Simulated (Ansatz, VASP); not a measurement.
Two plane-wave programs on K2S

```
CELL_PARAMETERS angstrom
0.00000 3.69550 3.69550
3.69550 0.00000 3.69550
3.69550 3.69550 0.00000
ATOMIC_POSITIONS crystal
K 0.25000 0.25000 0.25000
K 0.75000 0.75000 0.75000
S 0.00000 0.00000 0.00000
```

Alike in both runs: task single point; functional RPBE; k mesh 6 × 6 × 6; occupations gaussian, width 0.05 eV; no spin polarisation.

|  | VASP | Ansatz |
| --- | --- | --- |
| version | VASP 6.6.1 | Ansatz 0.2.0 |
| potentials or method | VASP PAW PBE potentials, release 64 (K_sv, S), cutoff 500 eV | scalar-relativistic, plane waves, PAW |
| valence electrons in the cell | 24 | 24 |

```csv
,VASP,Ansatz,Ansatz less VASP
gap on the k mesh at the Fermi level (eV),2.66,2.66,-0.001
least direct gap on the mesh (eV),2.85,2.85,+0.001
pressure (GPa),1.8,1.8,-0.03
```

VASP's potentials were made for PBE, not for RPBE.
